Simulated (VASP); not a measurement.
Input of a VASP 6.6.1 run:

INCAR

```
PREC = Accurate
ENCUT = 600
EDIFF = 1E-6
ISMEAR = 0
SIGMA = 0.1
LREAL = F
LASPH = T
NELM = 80
ALGO = Normal
ISIF = 3
LWAVE = F
LCHARG = F
GGA = PE
IBRION = 2
NSW = 90
EDIFFG = -0.04
```

KPOINTS

```
Automatic mesh
0
Gamma
  3 3 3
```

Contents of POSCAR:

```
ZnCd3Te2
1.0
    4.2170618600      2.4347218000      2.9942570400
   -4.2170618600      2.4347218000      2.9942570400
    0.0000000000     -4.8694436000      2.9942570400
Zn Cd Te
1 3 2
Direct
    0.5000000000      0.5000000000      0.5000000000
    0.0000000000      0.5000000000      0.0000000000
    0.0000000000      0.0000000000      0.5000000000
    0.5000000000      0.0000000000      0.0000000000
    0.7708021400      0.7708021400      0.7708021400
    0.2291978600      0.2291978600      0.2291978600
```

Potentials or basis: VASP PAW PBE potentials, release 64 (Zn, Cd, Te).

The run is started by

```console
$ cat potpaw_PBE.64/Zn/POTCAR potpaw_PBE.64/Cd/POTCAR potpaw_PBE.64/Te/POTCAR > POTCAR
$ mpirun -np 1 vasp_std > vasp.out
```

What does it give for the relaxed cell?

a = 6.776 Å, b = 6.776 Å, c = 6.776 Å, α = 103.21°, β = 103.21°, γ = 103.21°.

Predict the band gap on the k mesh.

zero (bands 30 and 31 overlap by 0.29 eV).

Predict the relaxed volume.

46.94 Å³/atom.

What does it give for the space group after relaxing (to 0.1 Å)?

R-3m (No. 166).

Forces in eV/Å, atoms in the order of the input:
```
Zn   0.000  0.000  0.000
Cd   0.000  0.000  0.000
Cd   0.000  0.000  0.000
Cd   0.000  0.000  0.000
Te   0.000  0.000  0.006
Te   0.000  0.000 -0.006
```

Caveat: the k points lie up to 0.33 Å⁻¹ apart in the final cell; the volume moved by over 15 % at a fixed basis, so the end points are rough; semilocal functionals underestimate gaps, so a narrow gap can read as zero; spin-orbit coupling is left out, which moves the levels of the heavy elements.
